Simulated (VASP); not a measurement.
Set up this calculation in VASP 6.6.1, as the native input.

```
Task                   : single point
Functional             : PBE
Potentials or basis    : VASP PAW PBE potentials, release 64 (Zr_sv, C)
Cutoff                 : 520 eV
k mesh                 : 6 × 6 × 4
Occupations            : gaussian, width 0.1 eV
Spin                   : collinear spin
Starting moments       : [1.0, 1.0, 0.0] μB
Dipole correction      : no
Further INCAR settings : ALGO = Normal; EDIFF = 1e-07; NBANDS = 25
```

The structure of Zr2C lies in POSCAR:

```
Zr2C
1.0
    3.3755395700      0.0000000000      0.0000000000
   -1.6877697800      2.9233030200      0.0000000000
    0.0000000000      0.0000000000      5.2320863300
Zr C
2 1
Direct
    0.0000000000      0.0000000000      0.7500000000
    0.0000000000      0.0000000000      0.2500000000
    0.3333333300      0.6666666700      0.0000000000
```

This cell differs from its parent crystal: atoms taken out.

The input as run:

INCAR

```
SYSTEM = Zr2C
PREC = Accurate
ENCUT = 520
EDIFF = 1E-7
ISMEAR = 0
SIGMA = 0.1
LREAL = .FALSE.
LASPH = .TRUE.
NELM = 150
ALGO = Normal
ISIF = 2
LWAVE = .FALSE.
LCHARG = .FALSE.
ISPIN = 2
MAGMOM = 1 1 0
LORBIT = 11
LMAXMIX = 4
GGA = PE
NBANDS = 25
```

KPOINTS

```
Automatic mesh
0
G
  6 6 4
  0 0 0
```

Potentials or basis: VASP PAW PBE potentials, release 64 (Zr_sv, C).

The run is started by

```sh
$ cat potpaw_PBE.64/Zr_sv/POTCAR potpaw_PBE.64/C/POTCAR > POTCAR
$ mpirun -np 1 vasp_std > vasp.out
```

Results of the run:

* Pressure: 2.3 GPa
* Largest force: 0.191 eV/Å
* Band gap on the k mesh: zero (filled and empty bands overlap)
* Net moment: 0.00 μB per cell
* Valence electrons inside the program's atomic spheres: Zr 10.00; C 2.34

Caveat: the cell differs from its parent crystal (atoms taken out).

It took 61 s on 1 thread of AMD EPYC 7R43 64-Core Processor (Zen 3) (shared host), peak memory 0.17 GiB.
